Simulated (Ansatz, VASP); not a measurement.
## Ga3B2As in VASP and in Ansatz

```
CELL_PARAMETERS angstrom
3.06633 0.00000 0.00000
-1.53317 2.65552 0.00000
0.00000 0.00000 10.88944
ATOMIC_POSITIONS crystal
Ga 0.33333 0.66667 0.60555
Ga 0.00000 0.00000 0.14623
Ga 0.00000 0.00000 0.82178
B 0.33333 0.66667 0.98375
B 0.66667 0.33333 0.98816
As 0.33333 0.66667 0.34952
```

Alike in both runs: functional PBE; k mesh 12 × 12 × 4; occupations gaussian, width 0.1 eV; no spin polarisation.

Ansatz relaxed the structure, and its values are those at the end. VASP's run is a single point on that final structure, the one shown.

|  | VASP | Ansatz |
| --- | --- | --- |
| version | VASP 6.6.1 | Ansatz 0.2.0 |
| potentials or method | VASP PAW PBE potentials, release 64 (Ga_d, B, As), cutoff 520 eV | scalar-relativistic, plane waves, PAW |
| valence electrons in the cell | 50 | 60 |

VASP gave:

- gap on the k mesh at the Fermi level (eV): none
- pressure (GPa): 0.1

Question: What did Ansatz give for the same quantities?

Answer: gap on the k mesh at the Fermi level (eV): none; pressure (GPa): 0.0.

A gap of «none» marks a metal or a gap that the smearing closes. VASP's potentials hold 50 valence electrons a cell and Ansatz's 60, so a difference there can come from the potentials and not from the codes.
